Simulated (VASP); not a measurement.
Runs of VASP 6.6.1 on B3P4Ir. The structure is that of space group P-43m (No. 215), or close to it. The cells are those of the table. 

```csv
task,potentials or basis,cell,k mesh,cutoff (eV),second run,gap on the mesh (eV),pressure (GPa),relaxed volume (Å³/atom),largest force (eV/Å)
single point,"VASP PAW PBE potentials, release 64 (B, P, Ir)","a = 4.756 Å, 8 atoms",4 × 4 × 4,520,-,none,(a),-,0.09
single point,"VASP PAW PBE potentials, release 64 (B, P, Ir_sv_GW)","a = 4.756 Å, 8 atoms",4 × 4 × 4,500,valence_matched,none,(b),-,0.02
single point,"VASP PAW PBE potentials, release 64 (B, P, Ir)","a = 4.759 Å, 8 atoms",8 × 8 × 8,520,-,none,0.1,-,0.06
relaxation of cell and atoms,"VASP PAW PBE potentials, release 64 (B, P, Ir)","relaxed from a = 4.779 Å, 8 atoms",4 × 4 × 4,600,-,none,0.0,13.46,-
relaxation of cell and atoms,"VASP PAW PBE potentials, release 64 (B, P, Ir)","relaxed from a = 4.756 Å, 8 atoms",8 × 8 × 8,600,-,none,0.0,13.48,-
```

Alike in all rows: level PBE; no spin polarisation; smearing gaussian 0.1 eV.

Question: Fill in the values left out.

Answer: (a) 0.2; (b) -0.5.

Caveats: spin-orbit coupling is left out, which moves the levels of the heavy elements.

A k mesh can miss the band edges, and the runs leave out spin-orbit coupling on Ir.

A gap of «none» marks levels without a gap at the run's occupations.

The runs don't all hold the same shells in valence.
